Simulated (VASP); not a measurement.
Input of a VASP 6.6.1 run:

Contents of POSCAR:

```
Rh
1.0
    0.0000000000      1.9350721950      1.9350721950
    1.9350721950      0.0000000000      1.9350721950
    1.9350721950      1.9350721950      0.0000000000
Rh
1
Direct
    0.0000000000      0.0000000000      0.0000000000
```

The input INCAR.step1:

```
SYSTEM = Rh
PREC = Accurate
ENCUT = 550
ISMEAR = -1
SIGMA = 0.05
LREAL = .False.
LASPH = .True.
NELM = 120
NBANDS = 14
GGA = PE
ALGO = Normal
EDIFF = 1E-5
LWAVE = .True.
LCHARG = .False.
GGA_COMPAT = .False.
```

Contents of INCAR.step2:

```
SYSTEM = Rh
PREC = Accurate
ENCUT = 550
EDIFF = 1E-6
ISMEAR = -1
SIGMA = 0.05
LREAL = .False.
LASPH = .True.
NELM = 120
ALGO = Normal
ISIF = 2
LWAVE = .False.
LCHARG = .False.
METAGGA = R2SCAN
LMIXTAU = .True.
NBANDS = 14
ISTART = 1
GGA_COMPAT = .False.
```

Contents of KPOINTS:

```
regular mesh
0
Gamma
  12 12 12
  0 0 0
```

Potentials or basis: VASP PAW PBE potentials, release 64 (Rh_pv).

Launch:

```bash
$ cat potpaw_PBE.64/Rh_pv/POTCAR > POTCAR
$ cp INCAR.step1 INCAR
$ mpirun -np 1 vasp_std > vasp.out
$ cp INCAR.step2 INCAR
$ mpirun -np 1 vasp_std > vasp.out
```

Task: Predict the band gap on the k mesh.

Result: Zero (an odd number of electrons rules out a gap without spin polarisation).

Task: Estimate the pressure.

Result: -12.7 GPa.

Caveat: the cell stands under tension; an empty level that is flat over the whole mesh can mark a ghost state of the potentials, or a narrow d or f band; the PAW data sets were made with another functional, which shifts forces and pressure a little.
